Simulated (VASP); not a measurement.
Wanted: the native input for a VASP 6.6.1 run.

```
Task                   : relaxation of cell and atoms
Functional             : r2SCAN
Potentials or basis    : VASP PAW PBE potentials, release 64 (Bi_d)
Cutoff                 : 600 eV
k mesh                 : 7 × 7 × 7
Occupations            : fermi-dirac, width 0.05 eV
Spin                   : no spin polarisation
Dipole correction      : no
Further INCAR settings : ALGO = Normal; EDIFF = 1e-06; IBRION = 2; EDIFFG = -0.01; NSW = 60; ISIF = 3
```

Crystal: Bi.

```
Bi
1.0
     2.26750    1.30914    3.93800
    -2.26750    1.30914    3.93800
     0.00000   -2.61828    3.93800
Bi
2
Cartesian
  0.0000 0.0000 9.0495
  0.0000 0.0000 2.7645
```

The input as run:

POSCAR

```
Bi
1.0
    2.2675000000      1.3091417354      3.9380000000
   -2.2675000000      1.3091417354      3.9380000000
    0.0000000000     -2.6182834708      3.9380000000
Bi
2
Direct
    0.7660000000      0.7660000000      0.7660000000
    0.2340000000      0.2340000000      0.2340000000
```

INCAR.step1

```
SYSTEM = Bi
ALGO     = Normal         ! electronic algorithm
EDIFF    = 1E-4           ! SCF threshold, eV
ENCUT    = 600            ! plane-wave cutoff, eV
GGA      = PE             ! functional
ISMEAR   = -1             ! smearing method
LASPH    = .True.         ! aspherical terms in the spheres
LCHARG   = .False.        ! write CHGCAR
LREAL    = .False.        ! projectors in reciprocal space
LWAVE    = .True.         ! write WAVECAR
NELM     = 80             ! most SCF steps
PREC     = Accurate       ! precision mode
SIGMA    = 0.05           ! smearing width, eV
```

INCAR.step2

```
SYSTEM = Bi
ALGO     = Normal         ! electronic algorithm
EDIFF    = 1E-6           ! SCF threshold, eV
EDIFFG   = -0.01          ! ionic threshold
ENCUT    = 600            ! plane-wave cutoff, eV
IBRION   = 2              ! ionic algorithm
ISIF     = 3              ! what is computed and relaxed
ISMEAR   = -1             ! smearing method
ISTART   = 1            
LASPH    = .True.         ! aspherical terms in the spheres
LCHARG   = .False.        ! write CHGCAR
LMIXTAU  = .True.       
LREAL    = .False.        ! projectors in reciprocal space
LWAVE    = .False.        ! write WAVECAR
METAGGA  = R2SCAN         ! meta-GGA
NELM     = 80             ! most SCF steps
NSW      = 60             ! ionic steps
PREC     = Accurate       ! precision mode
SIGMA    = 0.05           ! smearing width, eV
```

KPOINTS

```
k-points
0
Gamma
  7 7 7
  0 0 0
```

Potentials or basis: VASP PAW PBE potentials, release 64 (Bi_d).

Run with:

```bash
$ cat potpaw_PBE.64/Bi_d/POTCAR > POTCAR
$ cp INCAR.step1 INCAR
$ mpirun -np 1 vasp_std > vasp.out
$ cp INCAR.step2 INCAR
$ mpirun -np 1 vasp_std > vasp.out
```

It gave:

```json
{"Relaxed volume": "36.38 Å³/atom", "Relaxed cell": "a = 4.839 Å, b = 4.839 Å, c = 4.839 Å, α = 56.02°, β = 56.02°, γ = 56.02°", "Space group after relaxing (to 0.1 Å)": "R-3m (No. 166)", "Energy gained by relaxing": "4.8 meV/atom", "Ionic steps": "10", "Pressure after relaxing": "0.0 GPa"}
```

Caveat: the PAW data sets were made with another functional, which shifts forces and pressure a little.

Run time: 20 min on 1 thread of Intel(R) Xeon(R) 6975P-C (Granite Rapids) (shared host), peak memory 0.29 GiB.
